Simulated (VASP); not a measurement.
MnV, 2 atoms in the cell. It takes space group Pm-3m (No. 221, cubic). Conventional cell: a = 2.900 Å, b = 2.900 Å, c = 2.900 Å, α = 90.00°, β = 90.00°, γ = 90.00°. Mn (site symmetry m-3m) has 8 V at 2.51 Å and 6 Mn at 2.90 Å within 3.3 Å. Within 3.3 Å of V (site symmetry m-3m) lie 8 Mn at 2.51 Å and 6 V at 2.90 Å. 

- Program: VASP 6.6.1
- Task: single point
- Functional: LDA
- Potentials or basis: VASP PAW LDA potentials, release 64 (Mn_pv, V_sv)
- Cutoff: 520 eV
- k mesh: 11 × 11 × 11
- Occupations: fermi-dirac, width 0.05 eV
- Spin: collinear spin, ferromagnetic start
- Starting moments: [4.0, 2.0] μB
- Hubbard terms: Mn d U = 3.0 eV, V d U = 3.0 eV
- Dipole correction: no
- Further INCAR settings: ALGO = Normal; EDIFF = 1e-06; NBANDS = 24

Potentials or basis: VASP PAW LDA potentials, release 64 (Mn_pv, V_sv).

Launch:

```sh
$ cat potpaw_LDA.64/Mn_pv/POTCAR potpaw_LDA.64/V_sv/POTCAR > POTCAR
$ mpirun -np 1 vasp_std > vasp.out
```

Hardware: 1 thread of Intel(R) Xeon(R) Platinum 8375C CPU @ 2.90GHz (Ice Lake) (shared host).

Task: How long does it take, and how much memory?

Result: Run time: 53 s on 1 thread of Intel(R) Xeon(R) Platinum 8375C CPU @ 2.90GHz (Ice Lake), on a shared host, peak memory 0.16 GiB. Counts: scf iterations 18, k points 56.
